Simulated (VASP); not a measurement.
# Al2Ru (Fddd) in VASP: further runs, part 2 of 2

VASP 6.6.1. Earlier steps stand in the parts before.

## 3. Single point, LDA (12.58 Å³/atom)

File INCAR:

```
SYSTEM = Al2Ru
PREC = Accurate ; ENCUT = 520
EDIFF = 1E-6 ; ISMEAR = 0
SIGMA = 0.03 ; LREAL = .FALSE.
LASPH = .TRUE. ; NELM = 80
ALGO = Normal ; ISIF = 2
LWAVE = .FALSE. ; LCHARG = .TRUE.
GGA = CA ; LELF = .TRUE.
LVHAR = .TRUE. ; NBANDS = 29
```

File KPOINTS:

```
Automatic mesh
0
G
  10 10 10
  0 0 0
```

File POSCAR:

```
Al2Ru
1.0
    0.0000000000      3.7619586650      4.1358049085
    2.4264195732      0.0000000000      4.1358049085
    2.4264195732      3.7619586650      0.0000000000
Al Ru
4 2
Direct
    0.0788992938      0.4211007062      0.0788992938
    0.4211007062      0.0788992938      0.4211007062
    0.1711007062      0.8288992938      0.1711007062
    0.8288992938      0.1711007062      0.8288992938
    0.7500000000      0.7500000000      0.7500000000
    0.5000000000      0.5000000000      0.5000000000
```

Potentials or basis: VASP PAW LDA potentials, release 64 (Al, Ru_pv).

On the command line:

```console
> cat potpaw_LDA.64/Al/POTCAR potpaw_LDA.64/Ru_pv/POTCAR > POTCAR
> mpirun -np 1 vasp_std > vasp.out
```

Wall time 4.9 min (1 thread of Intel Xeon Platinum 8488C (Sapphire Rapids), shared host); peak memory 0.4 GiB.

Results (log left out):

```yaml
Free_energy: -41.7765 eV
Pressure: 15.1 GPa
Largest_force: 0.234 eV/Å
Band_gap_on_the_k_mesh: 0.47 eV (least direct gap 1.26 eV)
```

Forces in eV/Å, atoms in the order of the input:
```
Al   0.000 -0.234  0.000
Al   0.000  0.234  0.000
Al   0.000  0.234  0.000
Al   0.000 -0.234  0.000
Ru   0.000  0.000  0.000
Ru   0.000  0.000  0.000
```

Stress tensor (GPa, compression positive):
```
-4.30  0.00  0.00
 0.00 24.50  0.00
 0.00  0.00 25.02
```

Levels at points of the mesh, in eV from the valence-band top:
| k point | band 18 | band 19 | band 20 | band 21 | band 22 | band 23 |
| --- | --- | --- | --- | --- | --- | --- |
| (0.00, 0.00, 0.00) | -0.98 | -0.36 | 0.00 | 1.72 | 2.71 | 2.87 |
| (0.50, 0.00, 0.00) | -1.77 | -0.89 | -0.51 | 0.75 | 1.26 | 2.40 |
| (0.50, 0.50, 0.00) | -1.52 | -1.13 | -1.13 | 2.30 | 2.30 | 3.49 |
| (0.50, 0.00, 0.50) | -2.06 | -1.18 | -1.18 | 2.62 | 2.62 | 2.92 |
| (0.00, 0.50, 0.50) | -2.32 | -0.96 | -0.96 | 0.58 | 0.58 | 5.10 |

Caveat: the cell stands under pressure. A k mesh can miss the band edges.

## 4. Single point, LDA (12.58 Å³/atom)

Edit INCAR of step 3 so:

```diff
@@ -4,3 +4,3 @@
 SIGMA = 0.03 ; LREAL = .FALSE.
-LASPH = .TRUE. ; NELM = 80
+LASPH = .TRUE. ; NELM = 60
 ALGO = Normal ; ISIF = 2
```

File KPOINTS:

```
regular mesh
0
G
  10 10 10
  0 0 0
```

Edit POSCAR of step 3 so:

```diff
@@ -2,5 +2,5 @@
 1.0
-    0.0000000000      3.7619586650      4.1358049085
-    2.4264195732      0.0000000000      4.1358049085
-    2.4264195732      3.7619586650      0.0000000000
+    0.0000000000      3.8383892357      4.2198307997
+    2.3307511866      0.0000000000      4.2198307997
+    2.3307511866      3.8383892357      0.0000000000
 Al Ru
```

Potentials or basis: VASP PAW LDA potentials, release 64 (Al, Ru_pv).

On the command line:

```console
> cat potpaw_LDA.64/Al/POTCAR potpaw_LDA.64/Ru_pv/POTCAR > POTCAR
> mpirun -np 1 vasp_std > vasp.out
```

OUTCAR:

```text
SYSTEM = Al2Ru
   PREC = Accurate
   ENCUT = 520
   EDIFF = 1E-6
   ISMEAR = 0
   LREAL = .FALSE.
   LASPH = .TRUE.
   NELM = 60
   ISIF = 2
   GGA = CA

 ion  position               nearest neighbor table
   1  0.079  0.421  0.079-   6 2.49   6 2.49   3 2.51   3 2.51   5 2.52   2 2.63   2 2.63   2 2.63
                             5 2.68   5 2.68   4 3.08   4 3.08   4 3.08   4 3.08
   2  0.421  0.079  0.421-   6 2.49   6 2.49   4 2.51   4 2.51   5 2.52   1 2.63   1 2.63   1 2.63
                             5 2.68   5 2.68   3 3.08   3 3.08   3 3.08   3 3.08
   3  0.171  0.829  0.171-   5 2.49   5 2.49   1 2.51   1 2.51   6 2.52   4 2.63   4 2.63   4 2.63
[... 986 lines left out ...]
  Total        3.5674967      7.7034017      8.6648905      0.0000000      0.0000000      0.0000000
  in kB       75.7014515    163.4643934    183.8669631      0.0000000      0.0000000      0.0000000
  external PRESSURE =     141.0109360 kB  Pullay stress =       0.0000000 kB

 VOLUME and BASIS-vectors are now :
 -----------------------------------------------------------------------------
  energy-cutoff  :      520.00
  volume of cell :       75.50
      direct lattice vectors                 reciprocal lattice vectors
     0.000000000  3.838389236  4.219830800    -0.214523113  0.130262975  0.118488163
     2.330751187  0.000000000  4.219830800     0.214523113 -0.130262975  0.118488163
     2.330751187  3.838389236  0.000000000     0.214523113  0.130262975 -0.118488163

 POSITION                                       TOTAL-FORCE (eV/Angst)
 -----------------------------------------------------------------------------------
      1.16538      0.60569      2.10992         0.000000     -0.011914      0.000000
      1.16538      3.23270      2.10992         0.000000      0.011914      0.000000
      2.33075      1.31350      4.21983         0.000000      0.011914      0.000000
      2.33075      6.36328      4.21983         0.000000     -0.011914      0.000000
      3.49613      5.75758      6.32975        -0.000000      0.000000      0.000000
      2.33075      3.83839      4.21983         0.000000      0.000000     -0.000000
 -----------------------------------------------------------------------------------
    total drift:                               -0.000000     -0.000000      0.000000

  FREE ENERGIE OF THE ION-ELECTRON SYSTEM (eV)
  ---------------------------------------------------
  free  energy   TOTEN  =       -42.1481115133 eV

  energy  without entropy=      -42.1481115133  energy(sigma->0) =      -42.14811151
```

stdout:

```text
POSCAR found type information on POSCAR AlRu
 POSCAR found :  2 types and       6 ions
 scaLAPACK will be used
 LDA part: xc-table for (Slater(with rela. corr.)+CA(PZ))
 , standard interpolation
 POSCAR, INCAR and KPOINTS ok, starting setup
 FFT: planning ... GRIDC
 FFT: planning ... GRID_SOFT
 FFT: planning ... GRID
 WAVECAR not read
 entering main loop
```

Run time: 5.3 min. Hardware: 1 thread of Intel Xeon Platinum 8488C (Sapphire Rapids), shared host; peak memory 0.4 GiB.

What came out:

- Free energy: -42.1481 eV
- Pressure: 14.1 GPa
- Largest force: 0.012 eV/Å

Forces in eV/Å, atoms in the order of the input:
```
Al   0.000 -0.012  0.000
Al   0.000  0.012  0.000
Al   0.000  0.012  0.000
Al   0.000 -0.012  0.000
Ru   0.000  0.000  0.000
Ru   0.000  0.000  0.000
```

Stress tensor (GPa, compression positive):
```
 7.57  0.00  0.00
 0.00 16.35  0.00
 0.00  0.00 18.39
```

Levels at points of the mesh, in eV from the Fermi level:
```
           k point  band 17  band 18  band 19  band 20  band 21  band 22  band 23  band 24
(0.00, 0.00, 0.00)    -2.35    -1.37    -1.09    -0.13     1.92     2.22     2.55     2.83
(0.50, 0.00, 0.00)    -2.48    -2.25    -1.25    -0.94     0.40     0.82     2.09     3.48
(0.50, 0.50, 0.00)    -1.68    -1.68    -1.60    -1.60     2.31     2.31     2.87     2.87
(0.50, 0.00, 0.50)    -2.48    -2.48    -1.59    -1.59     2.06     2.06     2.86     2.86
(0.00, 0.50, 0.50)    -2.78    -2.78    -1.38    -1.38     0.36     0.36     4.84     4.84
```

Caveat: the cell stands under pressure.

## 5. Summary

| cell | pressure (GPa) | largest force (eV/Å) |
| --- | --- | --- |
| a = 5.762, b = 4.836, c = 4.500 Å, angles 76.1, 54.6, 49.3°, 6 atoms | 14.1 | 0.10 |
| a = 5.591, b = 4.795, c = 4.477 Å, angles 74.1, 55.6, 50.4°, 6 atoms | 15.1 | 0.23 |
| a = 5.704, b = 4.821, c = 4.491 Å, angles 75.5, 54.9, 49.6°, 6 atoms | 14.1 | 0.01 |

Alike in all rows: task single point; level LDA; potentials or basis VASP PAW LDA potentials, release 64 (Al, Ru_pv); no spin polarisation; k mesh 10 × 10 × 10; cutoff (eV) 520; smearing gaussian 0.03 eV.

Caveats: the cell stands under pressure.

Absolute energies hang on the potentials; compare differences alone.
